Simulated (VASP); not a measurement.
# CsLiCr2Te2S3 (R32) in VASP: notebook, part 2 of 2

VASP 6.6.1. The steps go on from the part before.

## (3) Single point, PBEsol, collinear spin, ferromagnetic start

This run uses another cell than the first one, of 29.18 Å³/atom.

INCAR

```
SYSTEM = CsLiCr2Te2S3
PREC = Accurate
ENCUT = 520
EDIFF = 1E-6
ISMEAR = -1
SIGMA = 0.05
LREAL = .False.
LASPH = .True.
NELM = 150
ALGO = Normal
ISIF = 2
LWAVE = .False.
LCHARG = .False.
ISPIN = 2
MAGMOM = 0 0 3 3 0 0 0 0 0
LORBIT = 11
LMAXMIX = 4
GGA = PS
NBANDS = 47
```

KPOINTS

```
regular mesh
0
Gamma
  4 4 4
  0 0 0
```

POSCAR

```
CsLiCr2Te2S3
1.0
    3.3192900000      1.9163900000      6.8798200000
   -3.3192900000      1.9163900000      6.8798200000
    0.0000000000     -3.8327900000      6.8798200000
Cs Li Cr Te S
1 1 2 2 3
Direct
    0.0000000000      0.0000000000      0.0000000000
    0.5000000000      0.5000000000      0.5000000000
    0.7984800000      0.7984800000      0.7984800000
    0.2015200000      0.2015200000      0.2015200000
    0.6799000000      0.6799000000      0.6799000000
    0.3201000000      0.3201000000      0.3201000000
    0.1362600000      0.8637400000      0.5000000000
    0.5000000000      0.1362600000      0.8637400000
    0.8637400000      0.5000000000      0.1362600000
```

Potentials or basis: VASP PAW PBE potentials, release 64 (Cs_sv, Li_sv, Cr_pv, Te, S).

Launch:

```
$ cat potpaw_PBE.64/Cs_sv/POTCAR potpaw_PBE.64/Li_sv/POTCAR potpaw_PBE.64/Cr_pv/POTCAR potpaw_PBE.64/Te/POTCAR potpaw_PBE.64/S/POTCAR > POTCAR
$ mpirun -np 1 vasp_std > vasp.out
```

OUTCAR:

```text
SYSTEM = CsLiCr2Te2S3
   PREC = Accurate
   ENCUT = 520
   EDIFF = 1E-6
   ISMEAR = -1
   LREAL = .False.
   LASPH = .True.
   NELM = 150
   ISIF = 2
   ISPIN = 2
   LORBIT = 11
   GGA = PS

 ion  position               nearest neighbor table
   1  0.000  0.000  0.000-
   2  0.500  0.500  0.500-   7 2.41   8 2.41   9 2.41
   3  0.798  0.798  0.798-   7 2.24   8 2.24   9 2.24   5 2.45
   4  0.202  0.202  0.202-   7 2.24   9 2.24   8 2.24   6 2.45
   5  0.680  0.680  0.680-   3 2.45
   6  0.320  0.320  0.320-   4 2.45
   7  0.136  0.864  0.500-   3 2.24   4 2.24   2 2.41
   8  0.500  0.136  0.864-   3 2.24   4 2.24   2 2.41
   9  0.864  0.500  0.136-   4 2.24   3 2.24   2 2.41

  LATTYP: Found a trigonal (rhomboedric) cell.
 ALAT       =     7.8754149077
 COS(alpha) =     0.6447177554

  Lattice vectors:

 A1 = (   3.3192900000,   1.9163900000,   6.8798200000)
 A2 = (  -3.3192900000,   1.9163900000,   6.8798200000)
 A3 = (   0.0000000000,  -3.8327900000,   6.8798200000)

Analysis of symmetry for initial positions (statically):
=====================================================================
 Subroutine PRICEL returns:
 Original cell was already a primitive cell.

 Routine SETGRP: Setting up the symmetry group for a
 trigonal (rhombohedral) supercell.

 Subroutine GETGRP returns: Found  6 space group operations
 (whereof  6 operations were pure point group operations)
 out of a pool of 12 trial point group operations.

The static configuration has the point symmetry D_3 .

Analysis of symmetry for dynamics (positions and initial velocities):
=====================================================================
[... 189 lines left out ...]
      5     -41.3659      1.00000
      6     -41.2734      1.00000
[... 613 lines left out ...]
     44       7.4103      0.00000
     45       8.0473      0.00000
 Fermi energy:         2.8008766893

 spin component 2

 k-point     1 :       0.0000    0.0000    0.0000
  band No.  band energies     occupation
      1     -42.5567      1.00000
      2     -39.1907      1.00000
      3     -39.1900      1.00000
      4     -38.9743      1.00000
      5     -38.9742      1.00000
      6     -38.9707      1.00000
[... 613 lines left out ...]
     44       7.5959      0.00000
     45       7.9682      0.00000
 [bands above 45 left out]

------------------------ aborting loop because EDIFF is reached ----------------------------------------

  FORCE on cell =-STRESS in cart. coord.  units (eV):
  Direction    XX          YY          ZZ          XY          YZ          ZX
  --------------------------------------------------------------------------------------
  -------------------------------------------------------------------------------------
  Total       -3.4921937     -3.4921950     -3.4017788      0.0000000      0.0000016      0.0000000
  in kB      -21.3083945    -21.3084025    -20.7567081      0.0000000      0.0000101      0.0000000
  external PRESSURE =     -21.1245017 kB  Pullay stress =       0.0000000 kB

 VOLUME and BASIS-vectors are now :
 -----------------------------------------------------------------------------
  energy-cutoff  :      520.00
  volume of cell :      262.58
      direct lattice vectors                 reciprocal lattice vectors
     3.319290000  1.916390000  6.879820000     0.150634624  0.086968924  0.048450922
    -3.319290000  1.916390000  6.879820000    -0.150634624  0.086968924  0.048450922
     0.000000000 -3.832790000  6.879820000     0.000000000 -0.173937849  0.048450796

 POSITION                                       TOTAL-FORCE (eV/Angst)
 -----------------------------------------------------------------------------------
      0.00000      0.00000      0.00000        -0.000000      0.000000     -0.000000
      0.00000     -0.00001     10.31973        -0.000000      0.000000     -0.000000
      0.00000     -0.00001     16.48020        -0.000000      0.000000     -0.006437
      0.00000     -0.00000      4.15926        -0.000000     -0.000000      0.006437
      0.00000     -0.00001     14.03277        -0.000000     -0.000000      0.235554
      0.00000     -0.00000      6.60669        -0.000000      0.000000     -0.235554
     -2.41472     -0.00001     10.31973        -0.237658     -0.000000     -0.000000
      1.20736     -2.09121     10.31973         0.118829     -0.205818     -0.000000
      1.20736      2.09120     10.31973         0.118829      0.205818     -0.000000
 -----------------------------------------------------------------------------------
    total drift:                                0.000018      0.000000     -0.000000

  FREE ENERGIE OF THE ION-ELECTRON SYSTEM (eV)
  ---------------------------------------------------
  free  energy   TOTEN  =       -48.2413400240 eV

  energy  without entropy=      -48.2202472948  energy(sigma->0) =      -48.23079366

 total charge

# of ion       s       p       d       tot
------------------------------------------
    1        1.844   4.681   0.037   6.562
    2        2.015   0.048   0.000   2.063
    3        0.338   6.291   4.164  10.793
    4        0.338   6.291   4.164  10.793
    5        1.386   1.975   0.020   3.381
    6        1.386   1.975   0.020   3.381
    7        1.325   2.390   0.000   3.715
    8        1.325   2.390   0.000   3.715
    9        1.325   2.390   0.000   3.715
--------------------------------------------------
tot         11.283  28.431   8.405  48.119

 magnetization (x)

# of ion       s       p       d       tot
------------------------------------------
    1       -0.000  -0.006  -0.002  -0.008
    2        0.002   0.002   0.000   0.004
    3        0.027   0.027   2.234   2.287
    4        0.027   0.027   2.234   2.287
    5       -0.006  -0.213   0.003  -0.215
    6       -0.006  -0.213   0.003  -0.215
    7       -0.003  -0.079   0.000  -0.082
    8       -0.003  -0.079   0.000  -0.082
    9       -0.003  -0.079   0.000  -0.082
--------------------------------------------------
tot          0.032  -0.613   4.472   3.892
```

Wall time 6.1 min (1 thread of Intel Xeon 6975P-C (Granite Rapids), shared host); peak memory 0.84 GiB.

Results:

* Free energy: -48.2413 eV
* Largest force: 0.238 eV/Å
* Band gap on the k mesh: zero (filled and empty bands overlap)
* Net moment: 4.00 μB per cell
* Site moments: Cs -0.01; Li +0.00; Cr +2.29; Te -0.21; S -0.08 μB
* Valence electrons inside the program's atomic spheres: Cs 6.56; Li 2.06; Cr 10.79; Te 3.38; S 3.71

Forces on the atoms (eV/Å):
```
Cs   0.000  0.000  0.000
Li   0.000  0.000  0.000
Cr   0.000  0.000 -0.006
Cr   0.000  0.000  0.006
Te   0.000  0.000  0.236
Te   0.000  0.000 -0.236
S   -0.238  0.000  0.000
S    0.119 -0.206  0.000
S    0.119  0.206  0.000
```

Levels at points of the mesh, in eV from the Fermi level:
Spin up:
```csv
k point,band 33,band 34,band 35,band 36,band 37,band 38
"(0.00, 0.00, 0.00)",-0.49,-0.14,-0.14,0.05,0.34,0.34
"(0.50, 0.00, 0.00)",-0.50,-0.22,-0.17,0.39,0.76,0.77
"(0.50, 0.50, 0.00)",-0.68,-0.31,-0.04,0.09,0.40,0.41
"(0.50, 0.50, 0.50)",-1.16,-0.48,-0.18,-0.18,0.87,0.87
```
Spin down:
```csv
k point,band 28,band 29,band 30,band 31,band 32,band 33,band 34,band 35
"(0.00, 0.00, 0.00)",-2.02,-1.73,-0.21,-0.21,0.69,0.69,1.01,1.01
"(0.50, 0.00, 0.00)",-1.68,-1.48,-0.89,-0.78,0.76,1.06,1.22,1.56
"(0.50, 0.50, 0.00)",-1.92,-1.59,-0.67,-0.30,0.81,0.85,1.00,1.45
"(0.50, 0.50, 0.50)",-1.65,-1.65,-0.74,-0.74,0.67,0.67,0.85,1.16
```

Caveat: the cutoff is under 1.25 times the usual one of these potentials, so pressure, stress and relaxed cells hold a basis-set (Pulay) error; the PAW data sets were made with another functional, which shifts forces and pressure a little; spin-orbit coupling is left out, which moves the levels of the heavy elements; the run started ferromagnetic, and an antiferromagnetic order may lie lower in energy. With open d or f shells a metallic result of PBEsol can be an artefact of self-interaction; +U or a hybrid may open a gap.

## (4) Single point, BLYP, collinear spin, ferromagnetic start

This run uses another cell than the first one, of 29.18 Å³/atom.

Changes to INCAR since step 3:

```diff
@@ -3,3 +3,3 @@
 ENCUT = 520
-EDIFF = 1E-6
+EDIFF = 1E-7
 ISMEAR = -1
@@ -17,3 +17,7 @@
 LMAXMIX = 4
-GGA = PS
+GGA = B5
+ALDAX = 1.0
+AGGAX = 1.0
+AGGAC = 1.0
+ALDAC = 0.0
 NBANDS = 47
```

KPOINTS

```
Automatic mesh
0
Gamma
  4 4 4
  0 0 0
```

POSCAR is that of step 3.

Launch:

```
$ cat potpaw_PBE.64/Cs_sv/POTCAR potpaw_PBE.64/Li_sv/POTCAR potpaw_PBE.64/Cr_pv/POTCAR potpaw_PBE.64/Te/POTCAR potpaw_PBE.64/S/POTCAR > POTCAR
$ mpirun -np 1 vasp_std > vasp.out
```

Wall time 9.6 min (1 thread of Intel Xeon Platinum 8559C (Emerald Rapids), shared host); peak memory 0.83 GiB.

It converged, with:

```yaml
Free_energy: -41.4142 eV
Largest_force: 0.201 eV/Å
Band_gap_on_the_k_mesh: zero (filled and empty bands overlap)
Net_moment: 4.00 μB per cell
Site_moments: Cs -0.01; Li +0.00; Cr +2.23; Te -0.19; S -0.06 μB
Valence_electrons_inside_the_program's_atomic_spheres: Cs 6.61; Li 2.06; Cr 10.79; Te 3.42; S 3.77
```

Forces on the atoms (eV/Å):
```
Cs   0.000  0.000  0.000
Li   0.000  0.000  0.000
Cr   0.000  0.000 -0.086
Cr   0.000  0.000  0.086
Te   0.000  0.000 -0.105
Te   0.000  0.000  0.105
S    0.201  0.000  0.000
S   -0.101  0.174  0.000
S   -0.101 -0.174  0.000
```

Levels at points of the mesh, in eV from the Fermi level:
Spin up:
```
           k point  band 32  band 33  band 34  band 35  band 36  band 37  band 38  band 39
(0.00, 0.00, 0.00)    -0.48    -0.48    -0.17    -0.17     0.12     0.31     0.31     1.70
(0.50, 0.00, 0.00)    -1.06    -0.49    -0.28    -0.19     0.43     0.78     0.81     0.84
(0.50, 0.50, 0.00)    -0.84    -0.65    -0.37    -0.04     0.13     0.44     0.45     0.89
(0.50, 0.50, 0.50)    -1.12    -1.12    -0.39    -0.24    -0.24     0.83     0.83     1.14
```
Spin down:
| k point | band 29 | band 30 | band 31 | band 32 | band 33 | band 34 |
| --- | --- | --- | --- | --- | --- | --- |
| (0.00, 0.00, 0.00) | -1.76 | -0.22 | -0.22 | 0.62 | 0.62 | 0.95 |
| (0.50, 0.00, 0.00) | -1.47 | -0.89 | -0.77 | 0.69 | 0.99 | 1.15 |
| (0.50, 0.50, 0.00) | -1.58 | -0.67 | -0.30 | 0.74 | 0.79 | 0.94 |
| (0.50, 0.50, 0.50) | -1.64 | -0.74 | -0.74 | 0.59 | 0.59 | 0.77 |

Caveat: the cutoff is under 1.25 times the usual one of these potentials, so pressure, stress and relaxed cells hold a basis-set (Pulay) error; the PAW data sets were made with another functional, which shifts forces and pressure a little; spin-orbit coupling is left out, which moves the levels of the heavy elements; the run started ferromagnetic, and an antiferromagnetic order may lie lower in energy. With open d or f shells a metallic result of BLYP can be an artefact of self-interaction; +U or a hybrid may open a gap.

## (5) Single point, LDA, collinear spin, ferromagnetic start

This run uses another cell than the first one, of 29.18 Å³/atom.

INCAR

```
  PREC = Accurate
  ENCUT = 520
  EDIFF = 1E-7
  ISMEAR = -1
  SIGMA = 0.05
  LREAL = False
  LASPH = True
  NELM = 150
  ALGO = Normal
  ISIF = 2
  LWAVE = False
  LCHARG = False
  ISPIN = 2
  MAGMOM = 0 0 3 3 0 0 0 0 0
  LORBIT = 11
  LMAXMIX = 4
  GGA = CA
  NBANDS = 47
```

KPOINTS

```
Automatic mesh
0
Gamma
  4 4 4
```

POSCAR is that of step 4.

Potentials or basis: VASP PAW LDA potentials, release 64 (Cs_sv, Li_sv, Cr_pv, Te, S).

Launch:

```
$ cat potpaw_LDA.64/Cs_sv/POTCAR potpaw_LDA.64/Li_sv/POTCAR potpaw_LDA.64/Cr_pv/POTCAR potpaw_LDA.64/Te/POTCAR potpaw_LDA.64/S/POTCAR > POTCAR
$ mpirun -np 1 vasp_std > vasp.out
```

OUTCAR:

```text
PREC = Accurate
   ENCUT = 520
   EDIFF = 1E-7
   ISMEAR = -1
   LREAL = False
   LASPH = True
   NELM = 150
   ISIF = 2
   ISPIN = 2
   LORBIT = 11
   GGA = CA

 ion  position               nearest neighbor table
   1  0.000  0.000  0.000-
   2  0.500  0.500  0.500-   7 2.41   8 2.41   9 2.41
   3  0.798  0.798  0.798-   7 2.24   8 2.24   9 2.24   5 2.45
   4  0.202  0.202  0.202-   7 2.24   9 2.24   8 2.24   6 2.45
   5  0.680  0.680  0.680-   3 2.45
   6  0.320  0.320  0.320-   4 2.45
   7  0.136  0.864  0.500-   3 2.24   4 2.24   2 2.41
   8  0.500  0.136  0.864-   3 2.24   4 2.24   2 2.41
   9  0.864  0.500  0.136-   4 2.24   3 2.24   2 2.41

  LATTYP: Found a trigonal (rhomboedric) cell.
 ALAT       =     7.8754149077
 COS(alpha) =     0.6447177554

  Lattice vectors:

 A1 = (   3.3192900000,   1.9163900000,   6.8798200000)
[... 1462 lines left out ...]
  external PRESSURE =     -39.9736765 kB  Pullay stress =       0.0000000 kB

 VOLUME and BASIS-vectors are now :
 -----------------------------------------------------------------------------
  energy-cutoff  :      520.00
  volume of cell :      262.58
      direct lattice vectors                 reciprocal lattice vectors
     3.319290000  1.916390000  6.879820000     0.150634624  0.086968924  0.048450922
    -3.319290000  1.916390000  6.879820000    -0.150634624  0.086968924  0.048450922
     0.000000000 -3.832790000  6.879820000     0.000000000 -0.173937849  0.048450796

 POSITION                                       TOTAL-FORCE (eV/Angst)
 -----------------------------------------------------------------------------------
      0.00000      0.00000      0.00000        -0.000000      0.000000      0.000000
      0.00000     -0.00001     10.31973        -0.000000     -0.000000      0.000000
      0.00000     -0.00001     16.48020        -0.000000      0.000000     -0.020279
      0.00000     -0.00000      4.15926        -0.000000     -0.000000      0.020279
      0.00000     -0.00001     14.03277        -0.000000     -0.000000      0.519444
      0.00000     -0.00000      6.60669        -0.000000      0.000000     -0.519444
     -2.41472     -0.00001     10.31973        -0.424935     -0.000000     -0.000000
      1.20736     -2.09121     10.31973         0.212468     -0.368005      0.000000
      1.20736      2.09120     10.31973         0.212468      0.368005      0.000000
 -----------------------------------------------------------------------------------
    total drift:                                0.000018      0.000000     -0.000000

  FREE ENERGIE OF THE ION-ELECTRON SYSTEM (eV)
  ---------------------------------------------------
  free  energy   TOTEN  =       -50.1550257520 eV

  energy  without entropy=      -50.1323253550  energy(sigma->0) =      -50.14367555

 total charge

# of ion       s       p       d       tot
------------------------------------------
    1        1.829   4.672   0.039   6.540
    2        2.014   0.056   0.000   2.071
    3        0.339   6.286   4.186  10.811
    4        0.339   6.286   4.186  10.811
    5        1.390   1.980   0.021   3.391
    6        1.390   1.980   0.021   3.391
    7        1.330   2.388   0.000   3.719
    8        1.330   2.388   0.000   3.719
    9        1.330   2.388   0.000   3.719
--------------------------------------------------
tot         11.293  28.423   8.453  48.170

 magnetization (x)

# of ion       s       p       d       tot
------------------------------------------
    1        0.000  -0.004  -0.001  -0.004
    2        0.002   0.002   0.000   0.004
    3        0.027   0.022   2.063   2.112
    4        0.027   0.022   2.063   2.112
    5       -0.003  -0.143   0.003  -0.143
    6       -0.003  -0.143   0.003  -0.143
    7       -0.001  -0.053   0.000  -0.055
    8       -0.001  -0.053   0.000  -0.055
    9       -0.001  -0.053   0.000  -0.055
--------------------------------------------------
tot          0.045  -0.404   4.132   3.773
```

Wall time 6.9 min (1 thread of Intel Xeon Platinum 8488C (Sapphire Rapids), shared host); peak memory 0.58 GiB.

What came out:

- Free energy: -50.1550 eV
- Largest force: 0.519 eV/Å
- Band gap on the k mesh: zero (filled and empty bands overlap)
- Net moment: 4.00 μB per cell
- Site moments: Cs -0.00; Li +0.00; Cr +2.11; Te -0.14; S -0.06 μB
- Valence electrons inside the program's atomic spheres: Cs 6.54; Li 2.07; Cr 10.81; Te 3.39; S 3.72

Forces on the atoms (eV/Å):
```
Cs   0.000  0.000  0.000
Li   0.000  0.000  0.000
Cr   0.000  0.000 -0.020
Cr   0.000  0.000  0.020
Te   0.000  0.000  0.519
Te   0.000  0.000 -0.519
S   -0.425  0.000  0.000
S    0.212 -0.368  0.000
S    0.212  0.368  0.000
```

Levels at points of the mesh, in eV from the Fermi level:
Spin up:
```
           k point  band 32  band 33  band 34  band 35  band 36  band 37  band 38  band 39
(0.00, 0.00, 0.00)    -0.49    -0.49    -0.14    -0.14     0.03     0.32     0.32     1.68
(0.50, 0.00, 0.00)    -1.01    -0.50    -0.18    -0.16     0.38     0.72     0.74     0.79
(0.50, 0.50, 0.00)    -0.75    -0.72    -0.30    -0.05     0.09     0.39     0.40     0.85
(0.50, 0.50, 0.50)    -1.13    -1.13    -0.47    -0.14    -0.14     0.82     0.82     1.06
```
Spin down:
```csv
k point,band 28,band 29,band 30,band 31,band 32,band 33,band 34,band 35
"(0.00, 0.00, 0.00)",-2.07,-1.76,-0.25,-0.25,0.46,0.46,0.77,0.77
"(0.50, 0.00, 0.00)",-1.69,-1.49,-0.95,-0.83,0.48,0.80,0.95,1.28
"(0.50, 0.50, 0.00)",-1.94,-1.62,-0.70,-0.32,0.54,0.61,0.70,1.23
"(0.50, 0.50, 0.50)",-1.67,-1.67,-0.80,-0.80,0.39,0.39,0.64,0.95
```

Caveat: the cutoff is under 1.25 times the usual one of these potentials, so pressure, stress and relaxed cells hold a basis-set (Pulay) error; spin-orbit coupling is left out, which moves the levels of the heavy elements; the run started ferromagnetic, and an antiferromagnetic order may lie lower in energy.

## (6) Summary

```csv
level,potentials or basis,cell,gap on the mesh (eV),moment (μB),largest force (eV/Å)
PBE,"VASP PAW PBE potentials, release 64 (Cs_sv, Li_sv, Cr_pv, Te, S)","a = 7.928 Å, angles 49.9°, 9 atoms",none,4.00,0.16
PBEsol,"VASP PAW PBE potentials, release 64 (Cs_sv, Li_sv, Cr_pv, Te, S)","a = 7.875 Å, angles 49.9°, 9 atoms",none,4.00,0.24
BLYP,"VASP PAW PBE potentials, release 64 (Cs_sv, Li_sv, Cr_pv, Te, S)","a = 7.875 Å, angles 49.9°, 9 atoms",none,4.00,0.20
LDA,"VASP PAW LDA potentials, release 64 (Cs_sv, Li_sv, Cr_pv, Te, S)","a = 7.875 Å, angles 49.9°, 9 atoms",none,4.00,0.52
```

Alike in all rows: task single point; spin collinear, ferromagnetic start; k mesh 4 × 4 × 4; cutoff (eV) 520; smearing fermi-dirac 0.05 eV.

Caveats: the cutoff is under 1.25 times the usual one of these potentials, so pressure, stress and relaxed cells hold a basis-set (Pulay) error; spin-orbit coupling is left out, which moves the levels of the heavy elements; the run started ferromagnetic, and an antiferromagnetic order may lie lower in energy; the PAW data sets were made with another functional, which shifts forces and pressure a little (at least some runs).

Absolute energies hang on the potentials; compare differences alone.
